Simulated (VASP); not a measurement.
# Si (a cell with a defect) in VASP: notebook

The runs below take Si (a cell with a defect) through single point, with PBEsol.

Everything below comes from runs of VASP 6.6.1. Logs are shortened: lines on timing, memory, paths and dates and some standing lists are left out, and cuts for length are marked.

### 1 The cell of the first run

The cell holds a defect, 17 atoms: a = 7.679 Å, b = 7.679 Å, c = 7.679 Å, α = 60.00°, β = 60.00°, γ = 60.00°.

### 2 Single point, PBEsol

INCAR

```
PREC     = Accurate       # precision mode
ENCUT    = 520            # plane-wave cutoff, eV
EDIFF    = 1E-6           # SCF threshold, eV
ISMEAR   = 0              # smearing method
SIGMA    = 0.02           # smearing width, eV
LREAL    = Auto         
LASPH    = True           # aspherical terms in the spheres
NELM     = 60             # most SCF steps
ALGO     = Normal         # electronic algorithm
ISIF     = 2              # what is computed and relaxed
LWAVE    = False          # write WAVECAR
LCHARG   = False          # write CHGCAR
GGA      = PS             # functional
NBANDS   = 48             # bands
```

KPOINTS

```
Automatic mesh
0
Gamma
  2 2 2
```

POSCAR

```
Si
1.0
    0.0000000000      5.4300000000      5.4300000000
    5.4300000000      0.0000000000      5.4300000000
    5.4300000000      5.4300000000      0.0000000000
Si
17
Direct
   -0.0028750460      0.0122582873     -0.0074787293
    0.1132134438      0.1261090239      0.1342732965
   -0.0202728361      0.0068851750      0.5062089319
    0.1180923573      0.1483726519      0.6144479742
   -0.0028878453      0.4978005525     -0.0074692449
    0.1400840700      0.6407185083      0.0781783610
    0.0156332413      0.5162564457      0.4515466851
    0.1180723757      0.6187931860      0.6144563536
    0.4864549724     -0.0128778085      0.0390139042
    0.6254424494      0.1260953039      0.1342919890
    0.5062126151      0.0068733886      0.5062209024
    0.6112682320      0.1119413444      0.6645579190
    0.5116174954      0.4977777164     -0.0074545120
    0.6254337937      0.6138846225      0.1343002762
    0.5062077348      0.4804038674      0.5062257827
    0.6477435543      0.6187568140      0.6144686004
    0.2738264273      0.7744242173      0.6770072744
```

Potentials or basis: VASP PAW PBE potentials, release 64 (Si).

Started as:

```bash
> cat potpaw_PBE.64/Si/POTCAR > POTCAR
> mpirun -np 1 vasp_std > vasp.out
```

OUTCAR:

```text
PREC = Accurate
   ENCUT = 520
   EDIFF = 1E-6
   ISMEAR = 0
   LREAL = Auto
   LASPH = True
   NELM = 60
   ISIF = 2
   GGA = PS

 ion  position               nearest neighbor table
   1  0.997  0.012  0.993-  10 2.33   2 2.33   6 2.34   4 2.37  17 3.02
   2  0.113  0.126  0.134-   3 2.33   5 2.33   1 2.33   9 2.35
   3  0.980  0.007  0.506-  12 2.32   2 2.33   8 2.44   4 2.44  17 2.57
   4  0.118  0.148  0.614-   7 2.32   1 2.37  17 2.38   3 2.44  11 2.44
   5  0.997  0.498  0.993-  14 2.33   2 2.33   6 2.34   8 2.37  17 3.02
   6  0.140  0.641  0.078-   7 2.34  13 2.34   5 2.34   1 2.34  17 2.52
   7  0.016  0.516  0.452-   4 2.32   8 2.32  16 2.32   6 2.34
   8  0.118  0.619  0.614-   7 2.32   5 2.37  17 2.38   3 2.44  15 2.44
   9  0.486  0.987  0.039-  12 2.35  14 2.35  10 2.35   2 2.35
  10  0.625  0.126  0.134-  11 2.33  13 2.33   1 2.33   9 2.35
  11  0.506  0.007  0.506-  12 2.32  10 2.33  16 2.44   4 2.44  17 2.57
  12  0.611  0.112  0.665-   3 2.32  11 2.32  15 2.32   9 2.35
  13  0.512  0.498  0.993-  14 2.33  10 2.33   6 2.34  16 2.37  17 3.02
  14  0.625  0.614  0.134-  15 2.33  13 2.33   5 2.33   9 2.35
  15  0.506  0.480  0.506-  12 2.32  14 2.33  16 2.44   8 2.44  17 2.57
  16  0.648  0.619  0.614-   7 2.32  13 2.37  17 2.38  11 2.44  15 2.44
  17  0.274  0.774  0.677-  16 2.38   8 2.38   4 2.38   6 2.52  15 2.57  11 2.57   3 2.57  13 3.02
                             5 3.02   1 3.02

  LATTYP: Found a face centered cubic cell.
 ALAT       =    10.8600000000

  Lattice vectors:

 A1 = (   0.0000000000,   5.4300000000,   5.4300000000)
 A2 = (   5.4300000000,   0.0000000000,   5.4300000000)
 A3 = (   5.4300000000,   5.4300000000,   0.0000000000)

Analysis of symmetry for initial positions (statically):
=====================================================================
 Subroutine PRICEL returns:
 Original cell was already a primitive cell.

 Routine SETGRP: Setting up the symmetry group for a
 face centered cubic supercell.

 Subroutine GETGRP returns: Found  1 space group operations
 (whereof  1 operations were pure point group operations)
 out of a pool of 48 trial point group operations.

The static configuration has the point symmetry C_1 .

Analysis of symmetry for dynamics (positions and initial velocities):
=====================================================================
 Subroutine PRICEL returns:
 Original cell was already a primitive cell.

 Routine SETGRP: Setting up the symmetry group for a
 face centered cubic supercell.

 Subroutine GETGRP returns: Found  1 space group operations
 (whereof  1 operations were pure point group operations)
 out of a pool of 48 trial point group operations.

The dynamic configuration has the point symmetry C_1 .

 Subroutine INISYM returns: Found  1 space group operations
 (whereof  1 operations are pure point group operations),
 and found     1 'primitive' translations

----------------------------------------------------------------------------------------

                                     Primitive cell

  volume of cell :     320.2060

  direct lattice vectors                    reciprocal lattice vectors
     0.000000000  5.430000000  5.430000000    -0.092081031  0.092081031  0.092081031
     5.430000000  0.000000000  5.430000000     0.092081031 -0.092081031  0.092081031
     5.430000000  5.430000000  0.000000000     0.092081031  0.092081031 -0.092081031

  length of vectors
     7.679179644  7.679179644  7.679179644     0.159489025  0.159489025  0.159489025

  position of ions in fractional coordinates (direct lattice)
     0.997124954  0.012258287  0.992521271
     0.113213444  0.126109024  0.134273296
     0.979727164  0.006885175  0.506208932
     0.118092357  0.148372652  0.614447974
     0.997112155  0.497800553  0.992530755
     0.140084070  0.640718508  0.078178361
[... 9 lines left out ...]
     0.647743554  0.618756814  0.614468600
     0.273826427  0.774424217  0.677007274

  ion indices of the primitive-cell ions
   primitive index   ion index
                 1           1
                 2           2
                 3           3
                 4           4
                 5           5
                 6           6
[... 9 lines left out ...]
                16          16
                17          17

----------------------------------------------------------------------------------------

 KPOINTS: Automatic mesh

Automatic generation of k-mesh.
 Grid dimensions read from file:
 generate k-points for:    2    2    2

 Generating k-lattice:

  Cartesian coordinates                     Fractional coordinates (reciprocal lattice)
    -0.046040516  0.046040516  0.046040516     0.500000000  0.000000000  0.000000000
     0.046040516 -0.046040516  0.046040516     0.000000000  0.500000000  0.000000000
     0.046040516  0.046040516 -0.046040516     0.000000000  0.000000000  0.500000000

  Length of vectors
     0.079744512  0.079744512  0.079744512

  Shift w.r.t. Gamma in fractional coordinates (k-lattice)
     0.000000000  0.000000000  0.000000000

 Subroutine IBZKPT returns following result:
 ===========================================

 Found      8 irreducible k-points:

 Following reciprocal coordinates:
            Coordinates               Weight
  0.000000  0.000000  0.000000      1.000000
  0.500000  0.000000  0.000000      1.000000
  0.000000  0.500000  0.000000      1.000000
  0.000000  0.000000  0.500000      1.000000
  0.500000  0.500000  0.500000      1.000000
  0.500000  0.500000  0.000000      1.000000
  0.000000  0.500000  0.500000      1.000000
  0.500000  0.000000  0.500000      1.000000
   k-points           NKPTS =      8   k-points in BZ     NKDIM =      8   number of bands    NBANDS=     48
   number of dos      NEDOS =    301   number of ions     NIONS =     17
   total plane-waves  NPLWV = 216000
   dimension x,y,z NGX =    60 NGY =   60 NGZ =   60
   dimension x,y,z NGXF=   120 NGYF=  120 NGZF=  120
   ions per type =              17
   NGX,Y,Z   is equivalent  to a cutoff of  12.99, 12.99, 12.99 a.u.
   NGXF,Y,Z  is equivalent  to a cutoff of  25.98, 25.98, 25.98 a.u.
 SYSTEM =  unknown system
   PREC   = accura    normal or accurate (medium, high low for compatibility)
   ISTART =      0    job   : 0-new  1-cont  2-samecut
   ICHARG =      2    charge: 1-file 2-atom 10-const
   ISPIN  =      1    spin polarized calculation?
   LNONCOLLINEAR =      F non collinear calculations
   LSORBIT =      F    spin-orbit coupling
   LASPH  =      T    aspherical Exc in radial PAW
   ENCUT  =  520.0 eV  38.22 Ry    6.18 a.u.  14.28 14.28 14.28*2*pi/ulx,y,z
   NELM   =     60;   NELMIN=  2; NELMDL= -5     # of ELM steps
   EDIFF  = 0.1E-05   stopping-criterion for ELM
   LREAL  =      T    real-space projection
   EDIFFG = 0.1E-04   stopping-criterion for IOM
   NSW    =      0    number of steps for IOM
   IBRION =     -1    ionic relax: 0-MD 1-quasi-New 2-CG
   NFREE  =      0    steps in history (QN), initial steepest desc. (CG)
   ISIF   =      2    stress and relaxation
   ISYM   =      2    0-nonsym 1-usesym 2-fastsym
   POTIM  = 0.5000    time-step for ionic-motion
   TEBEG  =    0.0;   TEEND  =   0.0 temperature during run
   PSTRESS=    0.0 pullay stress
   NELECT =      68.0000    total number of electrons
   NUPDOWN=      -1.0000    fix difference up-down
   EMIN   =  10.00;   EMAX   =-10.00  energy-range for DOS
   EFERMI =   0.00;   METHOD = LEGACY
   ISMEAR =     0;   SIGMA  =   0.02  broadening in eV -4-tet -1-fermi 0-gaus
   EFERMI_NEDOS =   21; number of points for ismear=-14 and -15
   IALGO  =     38    algorithm
   IMIX   =      4    mixing-type and parameters
     AMIX     =   0.40;   BMIX     =  1.00
     AMIX_MAG =   1.60;   BMIX_MAG =  1.00
  volume/ion in A,a.u.               =      18.84       127.11
  Fermi-wavevector in a.u.,A,eV,Ry     =   0.976715  1.845724 12.979587  0.953973
  Thomas-Fermi vector in A             =   2.107356
   LORBIT       =      0    0 simple, 1 ext, 2 COOP (PROOUT), +10 PAW based schemes
   GGA     = PS    functional components
   LHFCALC =     F    Hartree Fock is set to
   AEXX    =    0.0000 exact exchange contribution
   IVDW    =     0    specifies the selected vdW correction
   LEPSILON=     F    determine dielectric tensor
   LRPA    =     F    only Hartree local field effects (RPA)
 non-spin polarized calculation
 Gauss-broadening in eV      SIGMA  =   0.02
  energy-cutoff  :      520.00
  volume of cell :      320.21
 maximum number of plane-waves:      8646
 NGX is ok and might be reduce to    60
   NGX = 29   NGY = 29   NGZ = 29

 number of electron      68.0000000 magnetization

 Free energy of the ion-electron system (eV)
  ---------------------------------------------------
  ext. energy  EPLUGINS =         0.00000000
  ---------------------------------------------------
  free energy    TOTEN  =       -93.72835519 eV

  energy without entropy =      -93.72449869  energy(sigma->0) =      -93.72642694

 E-fermi :   6.7486     XC(G=0):  -9.8177

 val. band max:        6.6346418618   @ k =   0.0000   0.0000   0.0000
 cond. band min:       6.7546070780   @ k =   0.5000   0.0000   0.5000
 fundamental gap:      0.1199652162
 Fermi energy:         6.7486176607

 k-point     1 :       0.0000    0.0000    0.0000
  band No.  band energies     occupation
      1      -6.3430      2.00000
      2      -3.8789      2.00000
      3      -3.6763      2.00000
      4      -3.6763      2.00000
      5      -3.5390      2.00000
      6      -2.7690      2.00000
[... 38 lines left out ...]
     45       8.1683      0.00000
     46       8.7908      0.00000

 k-point     2 :       0.5000    0.0000    0.0000
  band No.  band energies     occupation
      1      -5.9105      2.00000
      2      -5.0363      2.00000
      3      -3.6430      2.00000
      4      -3.4979      2.00000
      5      -3.3199      2.00000
      6      -3.0385      2.00000
[... 38 lines left out ...]
     45       9.6551      0.00000
     46       9.7883      0.00000

 k-point     3 :       0.0000    0.5000    0.0000
  band No.  band energies     occupation
      1      -5.9106      2.00000
      2      -5.0362      2.00000
      3      -3.6430      2.00000
      4      -3.4980      2.00000
      5      -3.3199      2.00000
      6      -3.0384      2.00000
[... 38 lines left out ...]
     45       9.6553      0.00000
     46       9.7883      0.00000

 k-point     4 :       0.0000    0.0000    0.5000
  band No.  band energies     occupation
      1      -5.9535      2.00000
      2      -4.9471      2.00000
      3      -3.5431      2.00000
      4      -3.4751      2.00000
      5      -3.4750      2.00000
      6      -3.0329      2.00000
[... 38 lines left out ...]
     45       9.7633      0.00000
     46       9.9422      0.00000

 k-point     5 :       0.5000    0.5000    0.5000
  band No.  band energies     occupation
      1      -5.9106      2.00000
      2      -5.0362      2.00000
      3      -3.6430      2.00000
      4      -3.4980      2.00000
      5      -3.3199      2.00000
      6      -3.0384      2.00000
[... 38 lines left out ...]
     45       9.6553      0.00000
     46       9.7883      0.00000

 k-point     6 :       0.5000    0.5000    0.0000
  band No.  band energies     occupation
      1      -5.7829      2.00000
      2      -4.7679      2.00000
      3      -4.0748      2.00000
      4      -3.9300      2.00000
      5      -3.8767      2.00000
      6      -3.6821      2.00000
[... 38 lines left out ...]
     45      10.0769      0.00000
     46      10.2987      0.00000

 k-point     7 :       0.0000    0.5000    0.5000
  band No.  band energies     occupation
      1      -5.7829      2.00000
      2      -4.7679      2.00000
      3      -4.0748      2.00000
      4      -3.9300      2.00000
      5      -3.8767      2.00000
      6      -3.6821      2.00000
[... 38 lines left out ...]
     45      10.0767      0.00000
     46      10.2986      0.00000

 k-point     8 :       0.5000    0.0000    0.5000
  band No.  band energies     occupation
      1      -5.7828      2.00000
      2      -4.7680      2.00000
      3      -4.0748      2.00000
      4      -3.9299      2.00000
      5      -3.8767      2.00000
      6      -3.6821      2.00000
[... 38 lines left out ...]
     45      10.0772      0.00000
     46      10.2989      0.00000
 [bands above 46 left out]

------------------------ aborting loop because EDIFF is reached ----------------------------------------

  FORCE on cell =-STRESS in cart. coord.  units (eV):
  Direction    XX          YY          ZZ          XY          YZ          ZX
  --------------------------------------------------------------------------------------
  -------------------------------------------------------------------------------------
  Total        5.8974196      5.8865362      5.8932151     -0.9682400      0.9658358      0.9640286
  in kB       29.5082278     29.4537719     29.4871902     -4.8446689      4.8326395      4.8235971
  external PRESSURE =      29.4830633 kB  Pullay stress =       0.0000000 kB

 VOLUME and BASIS-vectors are now :
 -----------------------------------------------------------------------------
  energy-cutoff  :      520.00
  volume of cell :      320.21
      direct lattice vectors                 reciprocal lattice vectors
     0.000000000  5.430000000  5.430000000    -0.092081031  0.092081031  0.092081031
     5.430000000  0.000000000  5.430000000     0.092081031 -0.092081031  0.092081031
     5.430000000  5.430000000  0.000000000     0.092081031  0.092081031 -0.092081031

 POSITION                                       TOTAL-FORCE (eV/Angst)
 -----------------------------------------------------------------------------------
      5.45595     10.80378      5.48095        -0.010923      0.008165     -0.006723
      1.41388      1.34385      1.29952        -0.025173     -0.005311      0.024554
      2.78610      8.06863      5.35731        -0.039452      0.018292      0.039557
      4.14212      3.97769      1.44690        -0.030804     -0.004493      0.004181
      8.09250     10.80376      8.11738         0.007054      0.008080      0.011354
      3.90361      1.18517      4.23976         0.033631      0.033421     -0.034134
[... 9 lines left out ...]
      6.69641      6.85381      6.87710        -0.004932     -0.030931      0.004482
      7.88127      5.16303      5.69200         0.267103      0.266068     -0.265987
 -----------------------------------------------------------------------------------
    total drift:                                0.005399      0.008817     -0.002463

  FREE ENERGIE OF THE ION-ELECTRON SYSTEM (eV)
  ---------------------------------------------------
  free  energy   TOTEN  =       -93.7283551924 eV

  energy  without entropy=      -93.7244986917  energy(sigma->0) =      -93.72642694
```

Run time: 2 min. Hardware: 1 thread of Intel Xeon 6975P-C (Granite Rapids), shared host; peak memory 0.46 GiB.

What came out:

* Free energy: -93.7284 eV
* Pressure: 2.9 GPa
* Largest force: 0.461 eV/Å
* Band gap on the k mesh: zero (band 34 reaches 6.75 eV, above the bottom of band 35 at 6.63 eV)

Forces in eV/Å, atoms in the order of the input:
```
Si  -0.011  0.008 -0.007
Si  -0.025 -0.005  0.025
Si  -0.039  0.018  0.040
Si  -0.031 -0.004  0.004
Si   0.007  0.008  0.011
Si   0.034  0.033 -0.034
Si   0.012  0.012 -0.012
Si  -0.005 -0.004  0.030
Si  -0.087 -0.089  0.087
Si  -0.025 -0.025  0.006
Si  -0.039 -0.039 -0.018
Si  -0.073 -0.073  0.073
Si   0.007 -0.011 -0.007
Si  -0.005 -0.025  0.025
Si   0.018 -0.038  0.039
Si  -0.005 -0.031  0.004
Si   0.267  0.266 -0.266
```

Stress tensor (GPa, compression positive):
```
 2.95 -0.48  0.48
-0.48  2.95  0.48
 0.48  0.48  2.95
```

Levels at points of the mesh, in eV from the Fermi level:
| k point | band 31 | band 32 | band 33 | band 34 | band 35 | band 36 | band 37 | band 38 |
| --- | --- | --- | --- | --- | --- | --- | --- | --- |
| (0.00, 0.00, 0.00) | -0.91 | -0.68 | -0.68 | -0.40 | -0.11 | -0.11 | 0.10 | 0.10 |
| (0.50, 0.00, 0.00) | -1.38 | -1.35 | -1.09 | -0.18 | 0.21 | 0.78 | 0.82 | 0.90 |
| (0.00, 0.50, 0.00) | -1.38 | -1.35 | -1.09 | -0.18 | 0.21 | 0.78 | 0.82 | 0.90 |
| (0.00, 0.00, 0.50) | -1.45 | -1.28 | -1.28 | -0.30 | 0.38 | 0.38 | 1.11 | 1.11 |
| (0.50, 0.50, 0.50) | -1.38 | -1.35 | -1.09 | -0.18 | 0.21 | 0.78 | 0.82 | 0.90 |
| (0.50, 0.50, 0.00) | -1.89 | -1.73 | -0.84 | 0.01 | 0.52 | 1.17 | 1.29 | 1.29 |
| (0.00, 0.50, 0.50) | -1.89 | -1.73 | -0.84 | 0.01 | 0.52 | 1.17 | 1.29 | 1.29 |
| (0.50, 0.00, 0.50) | -1.89 | -1.73 | -0.84 | 0.01 | 0.52 | 1.17 | 1.29 | 1.29 |

Caveat: the k points lie up to 0.50 Å⁻¹ apart; the PAW data sets were made with another functional, which shifts forces and pressure a little.

[end of part 1 of 2]
